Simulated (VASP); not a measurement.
## ZnO: single point with PBE

The system is ZnO.

```
Zn O
1.0
     3.27960    0.00000    0.00000
    -1.63980    2.84022    0.00000
     0.00000    0.00000    5.29269
Zn O
2 2
Direct
  0.33333 0.66667 0.00144
  0.66667 0.33333 0.50144
  0.33333 0.66667 0.38056
  0.66667 0.33333 0.88056
```

- Program: VASP 6.6.1
- Task: single point
- Functional: PBE
- Potentials or basis: VASP PAW PBE potentials, release 64 (Zn, O)
- Cutoff: 520 eV
- k mesh: 8 × 8 × 5
- Occupations: gaussian, width 0.02 eV
- Spin: no spin polarisation

- Pressure: 0.9 GPa
- Band gap on the k mesh: 0.73 eV

Levels at points of the mesh, in eV from the valence-band top:
| k point | band 14 | band 15 | band 16 | band 17 | band 18 | band 19 | band 20 | band 21 | band 22 | band 23 |
| --- | --- | --- | --- | --- | --- | --- | --- | --- | --- | --- |
| (0.00, 0.00, 0.00) | -0.75 | -0.75 | -0.08 | 0.00 | 0.00 | 0.73 | 5.09 | 8.07 | 12.73 | 12.73 |
| (0.50, 0.00, 0.00) | -3.44 | -2.72 | -2.15 | -1.23 | -0.79 | 5.62 | 6.82 | 7.53 | 8.27 | 10.40 |

Wall time 28 s on 1 thread of AMD EPYC 7R13 Processor (Zen 3) (shared host), peak memory 0.14 GiB.
